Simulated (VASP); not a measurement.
Set up this calculation in VASP 6.6.1, as the native input.

```
Task                   : single point
Functional             : LDA
Potentials or basis    : VASP PAW LDA potentials, release 64 (Tl_d)
Cutoff                 : 520 eV
k mesh                 : 9 × 9 × 5
Occupations            : fermi-dirac, width 0.05 eV
Spin                   : no spin polarisation
Dipole correction      : no
Further INCAR settings : ALGO = Normal; EDIFF = 1e-07; NBANDS = 20
```

The structure of Tl lies in POSCAR:

```
Tl
1.0
    3.4788880842      0.0000000000      0.0000000000
   -1.7394440421      3.0128054579      0.0000000000
    0.0000000000      0.0000000000      5.5615904703
Tl
2
Direct
    0.6666666667      0.3333333333      0.7500000000
    0.3333333333      0.6666666667      0.2500000000
```

These files were run (other wordings do the same):

INCAR

```
SYSTEM = Tl
PREC     = Accurate       ! precision mode
ENCUT    = 520            ! plane-wave cutoff, eV
EDIFF    = 1E-7           ! SCF threshold, eV
ISMEAR   = -1             ! smearing method
SIGMA    = 0.05           ! smearing width, eV
LREAL    = .FALSE.        ! projectors in reciprocal space
LASPH    = .TRUE.         ! aspherical terms in the spheres
NELM     = 100            ! most SCF steps
ALGO     = Normal         ! electronic algorithm
ISIF     = 2              ! what is computed and relaxed
LWAVE    = .FALSE.        ! write WAVECAR
LCHARG   = .FALSE.        ! write CHGCAR
NBANDS   = 20             ! bands
```

KPOINTS

```
Automatic mesh
0
G
  9 9 5
  0 0 0
```

Potentials or basis: VASP PAW LDA potentials, release 64 (Tl_d).

The run is started by

```console
$ cat potpaw_LDA.64/Tl_d/POTCAR > POTCAR
$ mpirun -np 1 vasp_std > vasp.out
```

It gave:

```
Pressure               : -2.2 GPa
Band gap on the k mesh : zero (bands 13 and 14 overlap by 3.57 eV)
```

Caveat: spin-orbit coupling is left out, which moves the levels of the heavy elements.

Run time: 23 s on 1 thread of Intel(R) Xeon(R) Platinum 8259CL CPU @ 2.50GHz (Skylake/Cascade Lake) (shared host), peak memory 0.16 GiB.
